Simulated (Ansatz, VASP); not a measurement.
**Two plane-wave programs on Pt**

INCAR

```
SYSTEM = Pt
PREC = Accurate
ENCUT = 520
EDIFF = 1E-7
ISMEAR = -1
SIGMA = 0.05
LREAL = .FALSE.
LASPH = .TRUE.
NELM = 150
ALGO = Normal
ISIF = 2
LWAVE = .FALSE.
LCHARG = .TRUE.
MAGMOM = 0 0 0
LORBIT = 11
LSORBIT = .TRUE.
GGA_COMPAT = .FALSE.
LORBMOM = .TRUE.
LMAXMIX = 4
GGA = CA
LVHAR = .TRUE.
NBANDS = 21
```

File KPOINTS:

```
regular mesh
0
G
  9 9 9
  0 0 0
```

File POSCAR:

```
Pt
1.0
   -1.5842200000      1.5842200000      1.5842200000
    1.5842200000     -1.5842200000      1.5842200000
    1.5842200000      1.5842200000     -1.5842200000
Pt
1
Direct
    0.0000000000      0.0000000000      0.0000000000
```

Contents of input.yaml:

```yaml
crystal:
  lattice:
    - [-1.58422, 1.58422, 1.58422]
    - [1.58422, -1.58422, 1.58422]
    - [1.58422, 1.58422, -1.58422]
  atoms:
    - { symbol: Pt, position: [0.0, 0.0, 0.0] }
hamiltonian:
  xc: lda
  pseudopotentials: { kind: paw_fr }
magnetization:
  noncollinear: true
  spin_orbit: true
kpoints:
  mp_grid: { grid: [9, 9, 9] }
  band_path:
    path:
      - [[0.0, 0.0, 0.0], [0.5, -0.5, 0.5], [0.0, 0.0, 0.5], [0.0, 0.0, 0.0], [0.25, 0.25, 0.25], [0.5, -0.5, 0.5]]
      - [[0.25, 0.25, 0.25], [0.0, 0.0, 0.5]]
    npoints: 14
scf:
  occupations: { method: fermi_dirac, width: 0.05 }
  n_extra_bands: 6
output:
  forces: true
  stress: true
  eigenvalues: true
  fatbands: false
```

Alike in both runs: functional LDA; k mesh 9 × 9 × 9; occupations fermi-dirac, width 0.05 eV; non-collinear spin, spin-orbit coupling.

|  | VASP | Ansatz |
| --- | --- | --- |
| version | VASP 6.6.1 | Ansatz 0.2.0 |
| potentials or method | VASP PAW LDA potentials, release 64 (Pt) | Ansatz PAW |
| plane-wave cutoff (eV) | 520 | 420 |
| valence electrons in the cell | 10 | 18 |
| task | single point | band structure |

|  | VASP | Ansatz | Ansatz less VASP |
| --- | --- | --- | --- |
| pressure (GPa) | -15.1 | -15.9 | -0.76 |
| net moment per atom (μB) | 0.00 | 0.00 | 0.000 |

LDA's correlation is that of Perdew and Zunger in VASP and of Perdew and Wang (1992) in Ansatz. VASP's potentials hold 10 valence electrons a cell and Ansatz's 18, so a difference there can come from the potentials and not from the codes.
